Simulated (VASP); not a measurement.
# TiC (Fm-3m) in VASP: further runs, part 2 of 2

VASP 6.6.1. Earlier steps stand in the parts before.

### 6 Single point, r2SCAN (volume scaled by 1.03)

Input file POSCAR:

```
TiC
1.0
    0.0000000000      2.1853324062      2.1853324062
    2.1853324062      0.0000000000      2.1853324062
    2.1853324062      2.1853324062      0.0000000000
Ti C
1 1
Direct
    0.0000000000      0.0000000000      0.0000000000
    0.5000000000      0.5000000000      0.5000000000
```

Input file INCAR.step1:

```
SYSTEM = TiC
PREC = Accurate
ENCUT = 520
ISMEAR = 0
SIGMA = 0.1
LREAL = .FALSE.
LASPH = .TRUE.
NELM = 80
NBANDS = 15
GGA = PE
ALGO = Normal
EDIFF = 1E-4
LWAVE = .TRUE.
LCHARG = .FALSE.
```

Input file INCAR.step2:

```
SYSTEM = TiC
PREC = Accurate
ENCUT = 520
EDIFF = 1E-7
ISMEAR = 0
SIGMA = 0.1
LREAL = .FALSE.
LASPH = .TRUE.
NELM = 80
ALGO = Normal
ISIF = 2
LWAVE = .FALSE.
LCHARG = .TRUE.
METAGGA = R2SCAN
LMIXTAU = .TRUE.
LELF = .TRUE.
LVHAR = .TRUE.
NBANDS = 15
ISTART = 1
```

Input file KPOINTS:

```
regular mesh
0
G
  16 16 16
  0 0 0
```

Potentials or basis: VASP PAW PBE potentials, release 64 (Ti_sv, C).

Started as:

```sh
$ cat potpaw_PBE.64/Ti_sv/POTCAR potpaw_PBE.64/C/POTCAR > POTCAR
$ cp INCAR.step1 INCAR
$ mpirun -np 1 vasp_std > vasp.out
$ cp INCAR.step2 INCAR
$ mpirun -np 1 vasp_std > vasp.out
```

OUTCAR:

```text
SYSTEM = TiC
   PREC = Accurate
   ENCUT = 520
   EDIFF = 1E-7
   ISMEAR = 0
   LREAL = .FALSE.
   LASPH = .TRUE.
   NELM = 80
   ISIF = 2
   METAGGA = R2SCAN
   ISTART = 1

 ion  position               nearest neighbor table
   1  0.000  0.000  0.000-   2 2.19   2 2.19   2 2.19   2 2.19   2 2.19   2 2.19
   2  0.500  0.500  0.500-   1 2.19   1 2.19   1 2.19   1 2.19   1 2.19   1 2.19

  LATTYP: Found a face centered cubic cell.
 ALAT       =     4.3706648124

  Lattice vectors:

 A1 = (   0.0000000000,   2.1853324062,   2.1853324062)
 A2 = (   2.1853324062,   0.0000000000,   2.1853324062)
 A3 = (   2.1853324062,   2.1853324062,   0.0000000000)

Analysis of symmetry for initial positions (statically):
=====================================================================
 Subroutine PRICEL returns:
 Original cell was already a primitive cell.

 Routine SETGRP: Setting up the symmetry group for a
 face centered cubic supercell.

 Subroutine GETGRP returns: Found 48 space group operations
 (whereof 48 operations were pure point group operations)
 out of a pool of 48 trial point group operations.

The static configuration has the point symmetry O_h .

[... 176 lines left out ...]
      8      10.0239      0.00000
      9      10.8057      0.00000
     10      10.8057      0.00000
     11      10.8057      0.00000
     12      10.8287      0.00000
     13      10.8287      0.00000
     14      19.9628      0.00000
[... 401 lines left out ...]
      2     -24.9243      2.00000
      3     -24.8928      2.00000
      4     -24.8818      2.00000
      5      -3.6718      2.00000
      6       8.9343      1.99920
      7       9.0473      1.92079
      8       9.2235      0.46154
      9      10.1347      0.00000
     10      10.6056      0.00000
     11      11.4766      0.00000
     12      11.9931      0.00000
     13      12.8567      0.00000
     14      20.4059      0.00000
     15      23.8783      0.00000

 [... further k-points ...]

------------------------ aborting loop because EDIFF is reached ----------------------------------------

  FORCE on cell =-STRESS in cart. coord.  units (eV):
  Direction    XX          YY          ZZ          XY          YZ          ZX
  --------------------------------------------------------------------------------------
  -------------------------------------------------------------------------------------
  Total       -0.8355299     -0.8355299     -0.8355299      0.0000000     -0.0000000      0.0000000
  in kB      -64.1342555    -64.1342555    -64.1342555      0.0000000     -0.0000000      0.0000000
  external PRESSURE =     -64.1342555 kB  Pullay stress =       0.0000000 kB

 VOLUME and BASIS-vectors are now :
 -----------------------------------------------------------------------------
  energy-cutoff  :      520.00
  volume of cell :       20.87
      direct lattice vectors                 reciprocal lattice vectors
     0.000000000  2.185332406  2.185332406    -0.228798145  0.228798145  0.228798145
     2.185332406  0.000000000  2.185332406     0.228798145 -0.228798145  0.228798145
     2.185332406  2.185332406  0.000000000     0.228798145  0.228798145 -0.228798145

 POSITION                                       TOTAL-FORCE (eV/Angst)
 -----------------------------------------------------------------------------------
      0.00000      0.00000      0.00000         0.000000      0.000000      0.000000
      2.18533      2.18533      2.18533         0.000000      0.000000     -0.000000
 -----------------------------------------------------------------------------------
    total drift:                                0.000000     -0.000000     -0.000000

  FREE ENERGIE OF THE ION-ELECTRON SYSTEM (eV)
  ---------------------------------------------------
  free  energy   TOTEN  =       -24.8586334651 eV

  energy  without entropy=      -24.8566173190  energy(sigma->0) =      -24.85762539
```

OSZICAR.step1:

```text
N       E                     dE             d eps       ncg     rms          rms(c)
DAV:   1     0.119928933343E+03    0.11993E+03   -0.79462E+03  4357   0.127E+03
DAV:   2    -0.165674346532E+02   -0.13650E+03   -0.12746E+03  4672   0.337E+02
DAV:   3    -0.241470810800E+02   -0.75796E+01   -0.74662E+01  5645   0.782E+01
DAV:   4    -0.243801973869E+02   -0.23312E+00   -0.23286E+00  5458   0.126E+01
DAV:   5    -0.243851169579E+02   -0.49196E-02   -0.49186E-02  5648   0.169E+00    0.178E+01
DAV:   6    -0.193975627673E+02    0.49876E+01   -0.12079E+01  6183   0.560E+01    0.716E+00
DAV:   7    -0.187465956208E+02    0.65097E+00   -0.23214E+00  5120   0.214E+01    0.471E+00
DAV:   8    -0.187260484673E+02    0.20547E-01   -0.11329E-01  4833   0.318E+00    0.363E+00
DAV:   9    -0.187041644730E+02    0.21884E-01   -0.11803E-01  5861   0.510E+00    0.774E-01
DAV:  10    -0.187030423319E+02    0.11221E-02   -0.13859E-02  5622   0.131E+00    0.669E-01
DAV:  11    -0.187005735119E+02    0.24688E-02   -0.26440E-03  5008   0.775E-01    0.305E-01
DAV:  12    -0.187000359793E+02    0.53753E-03   -0.93829E-04  5365   0.520E-01    0.568E-02
DAV:  13    -0.187000075846E+02    0.28395E-04   -0.77320E-05  3141   0.124E-01
   1 F= -.18700008E+02 E0= -.18698964E+02  d E =-.208634E-02
```

It took 2.5 min on 1 thread of AMD EPYC 9R45 (Zen 5), shared host; peak memory 0.15 GiB.

Results:

```
Free energy            : -24.8586 eV
Pressure               : -6.4 GPa
Band gap on the k mesh : zero (band 8 reaches 10.02 eV, above the bottom of band 9 at 8.72 eV)
```

Levels at points of the mesh, in eV from the Fermi level:
| k point | band 5 | band 6 | band 7 | band 8 | band 9 | band 10 | band 11 | band 12 |
| --- | --- | --- | --- | --- | --- | --- | --- | --- |
| (0.00, 0.00, 0.00) | -13.07 | 0.85 | 0.85 | 0.85 | 1.63 | 1.63 | 1.63 | 1.66 |
| (0.50, 0.00, 0.00) | -9.70 | -5.96 | -3.04 | -3.04 | 3.03 | 3.03 | 4.22 | 8.25 |
| (0.50, 0.50, 0.00) | -10.82 | -3.66 | -1.43 | -0.16 | -0.16 | 2.63 | 3.63 | 3.63 |

Caveat: the PAW data sets were made with another functional, which shifts forces and pressure a little.

### 7 Overview

```csv
cell,gap on the mesh (eV),pressure (GPa)
"a = 2.998 Å, angles 60.0°, 2 atoms",none,19.4
"a = 3.029 Å, angles 60.0°, 2 atoms",none,9.5
"a = 3.054 Å, angles 60.0°, 2 atoms",none,2.7
"a = 3.060 Å, angles 60.0°, 2 atoms",none,0.9
"a = 3.091 Å, angles 60.0°, 2 atoms",none,-6.4
```

Alike in all rows: task single point; level r2SCAN; potentials or basis VASP PAW PBE potentials, release 64 (Ti_sv, C); no spin polarisation; k mesh 16 × 16 × 16; cutoff (eV) 520; smearing gaussian 0.1 eV.

Caveats: the PAW data sets were made with another functional, which shifts forces and pressure a little.

Absolute energies hang on the potentials; compare differences alone.
